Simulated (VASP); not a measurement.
A run of VASP 6.6.1:

The input INCAR:

```
SYSTEM = H2CI2
ALGO = Normal
EDIFF = 1E-6
ENCUT = 600
GGA = PS
GGA_COMPAT = .FALSE.
ISIF = 2
ISMEAR = 0
LASPH = .TRUE.
LCHARG = .TRUE.
LELF = .TRUE.
LREAL = .FALSE.
LVHAR = .TRUE.
LWAVE = .FALSE.
NBANDS = 18
NELM = 120
PREC = Accurate
SIGMA = 0.02
```

File KPOINTS:

```
k-points
0
G
  6 6 6
  0 0 0
```

POSCAR

```
H2CI2
1.0
    0.0000000000      6.2630736262      2.2956593137
    3.5185117349      0.0000000000      2.2956593137
    3.5185117349      6.2630736262      0.0000000000
H C I
2 1 2
Direct
    0.7294026550      0.9887790113      0.2705973450
    0.9887790113      0.7294026550      0.0112209887
    0.9922712061      0.9922712061      0.0077287939
    0.3943447718      0.1112223557      0.8887776443
    0.1112223557      0.3943447718      0.6056552282
```

Potentials or basis: VASP PAW PBE potentials, release 64 (H, C, I).

The run is started by

```sh
$ cat potpaw_PBE.64/H/POTCAR potpaw_PBE.64/C/POTCAR potpaw_PBE.64/I/POTCAR > POTCAR
$ mpirun -np 1 vasp_std > vasp.out
```

Hardware: 1 thread of Intel Xeon 8259CL (shared host).

**Question.** Estimate the wall time of this run.

**Answer.** Wall time 4.6 min on 1 thread of Intel Xeon 8259CL (shared host), peak memory 0.39 GiB. Counts: scf iterations 14, k points 46.
